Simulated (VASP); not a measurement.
Write the native input for VASP 6.6.1 that does the following.

- Task: single point
- Functional: LDA
- Potentials or basis: VASP PAW LDA potentials, release 64 (Bi_d, Br, O)
- Cutoff: 520 eV
- k mesh: 8 × 8 × 4
- Occupations: gaussian, width 0.05 eV
- Spin: no spin polarisation
- Dipole correction: no
- Further INCAR settings: ALGO = Normal; EDIFF = 1e-07; NBANDS = 37

The structure of BiBrO lies in POSCAR:

```
BiBrO
1.0
    3.9473000000      0.0000000000      0.0000000000
    0.0000000000      3.9473000000      0.0000000000
    0.0000000000      0.0000000000      8.0182000000
Bi Br O
2 2 2
Direct
    0.0000000000      0.5000000000      0.1575579020
    0.5000000000      0.0000000000      0.8424420980
    0.0000000000      0.5000000000      0.6517216503
    0.5000000000      0.0000000000      0.3482783497
    0.0000000000      0.0000000000      0.0000000000
    0.5000000000      0.5000000000      0.0000000000
```

One way to write it, as run:

INCAR

```
ALGO = Normal
EDIFF = 1E-7
ENCUT = 520
ISIF = 2
ISMEAR = 0
LASPH = True
LCHARG = True
LELF = True
LREAL = False
LVHAR = True
LWAVE = False
NBANDS = 37
NELM = 100
PREC = Accurate
SIGMA = 0.05
```

KPOINTS

```
k-points
0
Gamma
  8 8 4
```

Potentials or basis: VASP PAW LDA potentials, release 64 (Bi_d, Br, O).

Launch:

```sh
$ cat potpaw_LDA.64/Bi_d/POTCAR potpaw_LDA.64/Br/POTCAR potpaw_LDA.64/O/POTCAR > POTCAR
$ mpirun -np 1 vasp_std > vasp.out
```

Results of the run:

* Pressure: -4.1 GPa
* Largest force: 0.472 eV/Å
* Band gap on the k mesh: 2.02 eV (least direct gap 2.18 eV)

Caveat: the cell stands under tension; spin-orbit coupling is left out, which moves the levels of the heavy elements.

Wall time 87 s on 1 thread of Intel(R) Xeon(R) 6975P-C (Granite Rapids), on a shared host, peak memory 0.3 GiB.
